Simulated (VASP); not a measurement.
# SnPt3 (Pm-3m) in VASP: notebook

SnPt3 is run at these levels: LDA; tasks: single point.

All numbers are computed with VASP 6.6.1; they aren't measurements. Logs are shortened: lines on timing, memory, paths and dates and some standing lists are left out, and cuts for length are marked.

## Step 1: The cell of the first run

Symmetry: Pm-3m, No. 221, cubic system. The conventional cell has a = 3.954 Å, b = 3.954 Å, c = 3.954 Å, α = 90.00°, β = 90.00°, γ = 90.00°. Sn (site symmetry m-3m) has 12 Pt at 2.80 Å within 3.7 Å. Pt (site symmetry 4/mmm) has 4 Sn at 2.80 Å and 8 Pt at 2.80 Å within 3.7 Å.

## Step 2: Single point, LDA (volume scaled by 0.98)

Input file INCAR:

```
ALGO = Normal
EDIFF = 1E-7
ENCUT = 520
ISIF = 2
ISMEAR = -1
LASPH = T
LCHARG = F
LREAL = F
LWAVE = F
NBANDS = 30
NELM = 80
PREC = Accurate
SIGMA = 0.15
```

Input file KPOINTS:

```
k-points
0
Gamma
  10 10 10
```

Input file POSCAR:

```
SnPt3
1.0
    3.9536641050      0.0000000000      0.0000000000
    0.0000000000      3.9536641050      0.0000000000
    0.0000000000      0.0000000000      3.9536641050
Sn Pt
1 3
Direct
    0.0000000000      0.0000000000      0.0000000000
    0.0000000000      0.5000000000      0.5000000000
    0.5000000000      0.0000000000      0.5000000000
    0.5000000000      0.5000000000      0.0000000000
```

Potentials or basis: VASP PAW LDA potentials, release 64 (Sn_d, Pt).

The run is started by

```
> cat potpaw_LDA.64/Sn_d/POTCAR potpaw_LDA.64/Pt/POTCAR > POTCAR
> mpirun -np 1 vasp_std > vasp.out
```

OUTCAR:

```text
EDIFF = 1E-7
   ENCUT = 520
   ISIF = 2
   ISMEAR = -1
   LASPH = T
   LREAL = F
   NELM = 80
   PREC = Accurate

 ion  position               nearest neighbor table
   1  0.000  0.000  0.000-   2 2.80   3 2.80   4 2.80   2 2.80   3 2.80   2 2.80   4 2.80   2 2.80
                             3 2.80   4 2.80   3 2.80   4 2.80
   2  0.000  0.500  0.500-   1 2.80   3 2.80   4 2.80   1 2.80   4 2.80   1 2.80   3 2.80   1 2.80
                             3 2.80   4 2.80   4 2.80   3 2.80
   3  0.500  0.000  0.500-   1 2.80   2 2.80   4 2.80   1 2.80   4 2.80   2 2.80   4 2.80   4 2.80
                             1 2.80   2 2.80   1 2.80   2 2.80
   4  0.500  0.500  0.000-   1 2.80   2 2.80   3 2.80   2 2.80   3 2.80   1 2.80   3 2.80   3 2.80
                             1 2.80   2 2.80   2 2.80   1 2.80

  LATTYP: Found a simple cubic cell.
 ALAT       =     3.9536641050

  Lattice vectors:

 A1 = (   3.9536641050,   0.0000000000,   0.0000000000)
 A2 = (   0.0000000000,   3.9536641050,   0.0000000000)
 A3 = (   0.0000000000,   0.0000000000,   3.9536641050)

Analysis of symmetry for initial positions (statically):
=====================================================================
 Subroutine PRICEL returns:
 Original cell was already a primitive cell.

 Routine SETGRP: Setting up the symmetry group for a
 simple cubic supercell.

 Subroutine GETGRP returns: Found 48 space group operations
 (whereof 48 operations were pure point group operations)
 out of a pool of 48 trial point group operations.

The static configuration has the point symmetry O_h .

Analysis of symmetry for dynamics (positions and initial velocities):
=====================================================================
 Subroutine PRICEL returns:
 Original cell was already a primitive cell.

 Routine SETGRP: Setting up the symmetry group for a
 simple cubic supercell.

 Subroutine GETGRP returns: Found 48 space group operations
 (whereof 48 operations were pure point group operations)
 out of a pool of 48 trial point group operations.

The dynamic configuration has the point symmetry O_h .

 Subroutine INISYM returns: Found 48 space group operations
 (whereof 48 operations are pure point group operations),
 and found     1 'primitive' translations

----------------------------------------------------------------------------------------

                                     Primitive cell

  volume of cell :      61.8015

  direct lattice vectors                    reciprocal lattice vectors
     3.953664105  0.000000000  0.000000000     0.252929934  0.000000000  0.000000000
     0.000000000  3.953664105  0.000000000     0.000000000  0.252929934  0.000000000
     0.000000000  0.000000000  3.953664105     0.000000000  0.000000000  0.252929934

  length of vectors
     3.953664105  3.953664105  3.953664105     0.252929934  0.252929934  0.252929934

  position of ions in fractional coordinates (direct lattice)
     0.000000000  0.000000000  0.000000000
     0.000000000  0.500000000  0.500000000
     0.500000000  0.000000000  0.500000000
     0.500000000  0.500000000  0.000000000

  ion indices of the primitive-cell ions
   primitive index   ion index
                 1           1
                 2           2
                 3           3
                 4           4

----------------------------------------------------------------------------------------

 KPOINTS: k-points

Automatic generation of k-mesh.
 Grid dimensions read from file:
 generate k-points for:   10   10   10

 Generating k-lattice:

  Cartesian coordinates                     Fractional coordinates (reciprocal lattice)
     0.025292993  0.000000000  0.000000000     0.100000000  0.000000000  0.000000000
     0.000000000  0.025292993  0.000000000     0.000000000  0.100000000  0.000000000
     0.000000000  0.000000000  0.025292993     0.000000000  0.000000000  0.100000000

  Length of vectors
     0.025292993  0.025292993  0.025292993

  Shift w.r.t. Gamma in fractional coordinates (k-lattice)
     0.000000000  0.000000000  0.000000000

 Subroutine IBZKPT returns following result:
 ===========================================

 Found     56 irreducible k-points:

 Following reciprocal coordinates:
            Coordinates               Weight
  0.000000  0.000000  0.000000      1.000000
  0.100000  0.000000  0.000000      6.000000
  0.200000  0.000000  0.000000      6.000000
  0.300000  0.000000  0.000000      6.000000
  0.400000  0.000000  0.000000      6.000000
  0.500000  0.000000  0.000000      3.000000
[... 16 lines left out ...]
  0.200000  0.100000  0.100000     24.000000
  0.300000  0.100000  0.100000     24.000000
 [... further k-points ...]
   k-points           NKPTS =     56   k-points in BZ     NKDIM =     56   number of bands    NBANDS=     30
   number of dos      NEDOS =    301   number of ions     NIONS =      4
   total plane-waves  NPLWV =  27000
   dimension x,y,z NGX =    30 NGY =   30 NGZ =   30
   dimension x,y,z NGXF=    60 NGYF=   60 NGZF=   60
   ions per type =               1   3
   NGX,Y,Z   is equivalent  to a cutoff of  12.61, 12.61, 12.61 a.u.
   NGXF,Y,Z  is equivalent  to a cutoff of  25.23, 25.23, 25.23 a.u.
 SYSTEM =  unknown system
   PREC   = accura    normal or accurate (medium, high low for compatibility)
   ISTART =      0    job   : 0-new  1-cont  2-samecut
   ICHARG =      2    charge: 1-file 2-atom 10-const
   ISPIN  =      1    spin polarized calculation?
   LNONCOLLINEAR =      F non collinear calculations
   LSORBIT =      F    spin-orbit coupling
   LASPH  =      T    aspherical Exc in radial PAW
   ENCUT  =  520.0 eV  38.22 Ry    6.18 a.u.   7.35  7.35  7.35*2*pi/ulx,y,z
   NELM   =     80;   NELMIN=  2; NELMDL= -5     # of ELM steps
   EDIFF  = 0.1E-06   stopping-criterion for ELM
   LREAL  =      F    real-space projection
   EDIFFG = 0.1E-05   stopping-criterion for IOM
   NSW    =      0    number of steps for IOM
   IBRION =     -1    ionic relax: 0-MD 1-quasi-New 2-CG
   NFREE  =      0    steps in history (QN), initial steepest desc. (CG)
   ISIF   =      2    stress and relaxation
   ISYM   =      2    0-nonsym 1-usesym 2-fastsym
   POTIM  = 0.5000    time-step for ionic-motion
   TEBEG  =    0.0;   TEEND  =   0.0 temperature during run
   PSTRESS=    0.0 pullay stress
   NELECT =      44.0000    total number of electrons
   NUPDOWN=      -1.0000    fix difference up-down
   EMIN   =  10.00;   EMAX   =-10.00  energy-range for DOS
   EFERMI =   0.00;   METHOD = LEGACY
   ISMEAR =    -1;   SIGMA  =   0.15  broadening in eV -4-tet -1-fermi 0-gaus
   EFERMI_NEDOS =   21; number of points for ismear=-14 and -15
   IALGO  =     38    algorithm
   IMIX   =      4    mixing-type and parameters
     AMIX     =   0.40;   BMIX     =  1.00
     AMIX_MAG =   1.60;   BMIX_MAG =  1.00
  volume/ion in A,a.u.               =      15.45       104.26
  Fermi-wavevector in a.u.,A,eV,Ry     =   1.461816  2.762431 29.074359  2.136905
  Thomas-Fermi vector in A             =   2.578103
   LORBIT       =      0    0 simple, 1 ext, 2 COOP (PROOUT), +10 PAW based schemes
   GGA     = CA    functional components
   LHFCALC =     F    Hartree Fock is set to
   AEXX    =    0.0000 exact exchange contribution
   IVDW    =     0    specifies the selected vdW correction
   LEPSILON=     F    determine dielectric tensor
   LRPA    =     F    only Hartree local field effects (RPA)
 non-spin polarized calculation
  energy-cutoff  :      520.00
  volume of cell :       61.80
 maximum number of plane-waves:      1743
 NGX is ok and might be reduce to    30
   NGX = 15   NGY = 15   NGZ = 15

 number of electron      44.0000007 magnetization

 Free energy of the ion-electron system (eV)
  ---------------------------------------------------
  ext. energy  EPLUGINS =         0.00000000
  ---------------------------------------------------
  free energy    TOTEN  =       -28.60146374 eV

  energy without entropy =      -28.51011409  energy(sigma->0) =      -28.55578892

 E-fermi :  12.5634     XC(G=0): -13.5301

 val. band max:       12.4988340412   @ k =   0.1000   0.1000   0.0000
 cond. band min:      12.6400972102   @ k =   0.5000   0.5000   0.3000
 fundamental gap:      0.1412631690
 Fermi energy:        12.5633969557

 k-point     1 :       0.0000    0.0000    0.0000
  band No.  band energies     occupation
      1      -9.4902      2.00000
      2      -9.4902      2.00000
      3      -9.4728      2.00000
      4      -9.4728      2.00000
      5      -9.4728      2.00000
      6       0.0379      2.00000
[... 22 lines left out ...]
     29      20.2863      0.00000
     30      20.2863      0.00000

 k-point     2 :       0.1000    0.0000    0.0000
  band No.  band energies     occupation
      1      -9.4883      2.00000
      2      -9.4852      2.00000
      3      -9.4725      2.00000
      4      -9.4710      2.00000
      5      -9.4710      2.00000
      6       0.1549      2.00000
[... 22 lines left out ...]
     29      20.3882      0.00000
     30      21.0338      0.00000

 k-point     3 :       0.2000    0.0000    0.0000
  band No.  band energies     occupation
      1      -9.4833      2.00000
      2      -9.4720      2.00000
      3      -9.4716      2.00000
      4      -9.4661      2.00000
      5      -9.4661      2.00000
      6       0.4998      2.00000
[... 22 lines left out ...]
     29      20.3172      0.00000
     30      21.3148      0.00000

 k-point     4 :       0.3000    0.0000    0.0000
  band No.  band energies     occupation
      1      -9.4772      2.00000
      2      -9.4704      2.00000
      3      -9.4602      2.00000
      4      -9.4602      2.00000
      5      -9.4558      2.00000
      6       1.0499      2.00000
[... 616 lines left out ...]
     29      21.3368      0.00000
     30      21.3368      0.00000

 k-point    23 :       0.2000    0.1000    0.1000
  band No.  band energies     occupation
      1      -9.4781      2.00000
      2      -9.4717      2.00000
      3      -9.4668      2.00000
      4      -9.4639      2.00000
      5      -9.4631      2.00000
      6       0.7202      2.00000
[... 22 lines left out ...]
     29      20.5433      0.00000
     30      21.7418      0.00000

 k-point    24 :       0.3000    0.1000    0.1000
  band No.  band energies     occupation
      1      -9.4730      2.00000
      2      -9.4683      2.00000
      3      -9.4620      2.00000
      4      -9.4594      2.00000
      5      -9.4504      2.00000
      6       1.2525      2.00000
[... 22 lines left out ...]
     29      20.7900      0.00000
     30      22.0637      0.00000

 [... further k-points ...]
[... 5 lines left out ...]
  --------------------------------------------------------------------------------------
  -------------------------------------------------------------------------------------
  Total        2.3456648      2.3456648      2.3456648     -0.0000000     -0.0000000      0.0000000
  in kB       60.8103114     60.8103114     60.8103114     -0.0000000     -0.0000000      0.0000000
  external PRESSURE =      60.8103114 kB  Pullay stress =       0.0000000 kB

 VOLUME and BASIS-vectors are now :
 -----------------------------------------------------------------------------
  energy-cutoff  :      520.00
  volume of cell :       61.80
      direct lattice vectors                 reciprocal lattice vectors
     3.953664105  0.000000000  0.000000000     0.252929934  0.000000000  0.000000000
     0.000000000  3.953664105  0.000000000     0.000000000  0.252929934  0.000000000
     0.000000000  0.000000000  3.953664105     0.000000000  0.000000000  0.252929934

 POSITION                                       TOTAL-FORCE (eV/Angst)
 -----------------------------------------------------------------------------------
      0.00000      0.00000      0.00000         0.000000      0.000000      0.000000
      0.00000      1.97683      1.97683         0.000000      0.000000      0.000000
      1.97683      0.00000      1.97683         0.000000      0.000000      0.000000
      1.97683      1.97683      0.00000         0.000000      0.000000      0.000000
 -----------------------------------------------------------------------------------
    total drift:                                0.000000      0.000000     -0.000000

  FREE ENERGIE OF THE ION-ELECTRON SYSTEM (eV)
  ---------------------------------------------------
  free  energy   TOTEN  =       -28.6014637441 eV

  energy  without entropy=      -28.5101140874  energy(sigma->0) =      -28.55578892
```

Wall time 34 s (1 thread of Intel Xeon 6975P-C (Granite Rapids), shared host); peak memory 0.21 GiB.

Results:

| Item | Value |
| --- | --- |
| Free energy | -28.6015 eV |
| Pressure | 6.1 GPa |
| Band gap on the k mesh | zero (band 22 reaches 12.65 eV, above the bottom of band 23 at 12.16 eV) |

Levels at points of the mesh, in eV from the Fermi level:
```tsv
k point	band 20	band 21	band 22	band 23	band 24	band 25
(0.00, 0.00, 0.00)	-1.37	-0.49	0.08	0.08	0.08	3.11
(0.50, 0.00, 0.00)	-2.58	-1.26	0.09	1.85	3.94	3.94
(0.50, 0.50, 0.00)	-2.29	-2.12	-1.71	0.90	0.90	5.16
(0.50, 0.50, 0.50)	-2.28	-0.97	-0.40	-0.40	-0.40	0.97
```

Caveat: the cell differs from its parent crystal (volume scaled by 0.98); spin-orbit coupling is left out, which moves the levels of the heavy elements.

## Step 3: Single point, LDA

This run uses another cell than the first one, of 15.77 Å³/atom, 1.020 times its volume.

Input file INCAR:

```
PREC = Accurate ; ENCUT = 520
EDIFF = 1E-6 ; ISMEAR = -1
SIGMA = 0.15 ; LREAL = F
LASPH = T ; NELM = 60
ALGO = Normal ; ISIF = 2
LWAVE = F ; LCHARG = F
GGA = CA ; NBANDS = 30
```

Input file KPOINTS:

```
regular mesh
0
Gamma
  10 10 10
```

Input file POSCAR:

```
SnPt3
1.0
    3.9803788620      0.0000000000      0.0000000000
    0.0000000000      3.9803788620      0.0000000000
    0.0000000000      0.0000000000      3.9803788620
Sn Pt
1 3
Direct
    0.0000000000      0.0000000000      0.0000000000
    0.0000000000      0.5000000000      0.5000000000
    0.5000000000      0.0000000000      0.5000000000
    0.5000000000      0.5000000000      0.0000000000
```

Potentials or basis: VASP PAW LDA potentials, release 64 (Sn_d, Pt).

The run is started by

```
> cat potpaw_LDA.64/Sn_d/POTCAR potpaw_LDA.64/Pt/POTCAR > POTCAR
> mpirun -np 1 vasp_std > vasp.out
```

Wall time 30 s (1 thread of Intel Xeon 6975P-C (Granite Rapids), shared host); peak memory 0.21 GiB.

Results (log left out):

- Free energy: -28.6291 eV
- Pressure: 0.8 GPa
- Band gap on the k mesh: zero (band 22 reaches 12.24 eV, above the bottom of band 23 at 11.77 eV)

Levels at points of the mesh, in eV from the Fermi level:
```
           k point  band 18  band 19  band 20  band 21  band 22  band 23  band 24  band 25  band 26  band 27
(0.00, 0.00, 0.00)    -1.40    -1.33    -1.33    -0.48     0.07     0.07     0.07     2.94     6.32     6.32
(0.50, 0.00, 0.00)    -2.64    -2.64    -2.50    -1.22     0.07     1.78     3.88     3.88     5.34     5.34
(0.50, 0.50, 0.00)    -2.90    -2.73    -2.22    -2.05    -1.67     0.87     0.87     5.09     6.73     7.60
(0.50, 0.50, 0.50)    -2.75    -2.22    -2.22    -0.88    -0.39    -0.39    -0.39     0.88     3.65     3.65
```

Caveat: spin-orbit coupling is left out, which moves the levels of the heavy elements.

## Step 4: Single point, LDA (volume scaled by 1.02)

Input file INCAR:

```
PREC = Accurate ; ENCUT = 520
EDIFF = 1E-6 ; ISMEAR = -1
SIGMA = 0.15 ; LREAL = F
LASPH = T ; NELM = 100
ALGO = Fast ; ISIF = 2
LWAVE = F ; LCHARG = T
LELF = T ; LVHAR = T
NBANDS = 30
```

Input file KPOINTS:

```
Automatic mesh
0
Gamma
  10 10 10
```

Input file POSCAR:

```
SnPt3
1.0
    4.0067397551      0.0000000000      0.0000000000
    0.0000000000      4.0067397551      0.0000000000
    0.0000000000      0.0000000000      4.0067397551
Sn Pt
1 3
Direct
    0.0000000000      0.0000000000      0.0000000000
    0.0000000000      0.5000000000      0.5000000000
    0.5000000000      0.0000000000      0.5000000000
    0.5000000000      0.5000000000      0.0000000000
```

The run is started by

```
> cat potpaw_LDA.64/Sn_d/POTCAR potpaw_LDA.64/Pt/POTCAR > POTCAR
> mpirun -np 1 vasp_std > vasp.out
```

Run time: 44 s. Hardware: 1 thread of Intel Xeon 6975P-C (Granite Rapids), shared host; peak memory 0.21 GiB.

The run converged. Its results:

| Quantity | Value |
| --- | --- |
| Free energy | -28.6174 eV |
| Pressure | -3.9 GPa |
| Band gap on the k mesh | zero (band 22 reaches 11.84 eV, above the bottom of band 23 at 11.39 eV) |

Levels at points of the mesh, in eV from the Fermi level:
```
           k point  band 20  band 21  band 22  band 23  band 24  band 25
(0.00, 0.00, 0.00)    -1.30    -0.47     0.06     0.06     0.06     2.78
(0.50, 0.00, 0.00)    -2.42    -1.19     0.06     1.71     3.82     3.82
(0.50, 0.50, 0.00)    -2.15    -1.99    -1.63     0.84     0.84     5.03
(0.50, 0.50, 0.50)    -2.15    -0.80    -0.39    -0.39    -0.39     0.79
```

Caveat: the cell differs from its parent crystal (volume scaled by 1.02); spin-orbit coupling is left out, which moves the levels of the heavy elements.

## Step 5: Overview

```tsv
cell	gap on the mesh (eV)	pressure (GPa)
a = 3.954 Å, 4 atoms	none	6.1
a = 3.980 Å, 4 atoms	none	0.8
a = 4.007 Å, 4 atoms	none	-3.9
```

Alike in all rows: task single point; level LDA; potentials or basis VASP PAW LDA potentials, release 64 (Sn_d, Pt); no spin polarisation; k mesh 10 × 10 × 10; cutoff (eV) 520; smearing fermi-dirac 0.15 eV.

Caveats: spin-orbit coupling is left out, which moves the levels of the heavy elements.

Total energies depend on the potentials used, so only differences within one code and one set of settings carry meaning.
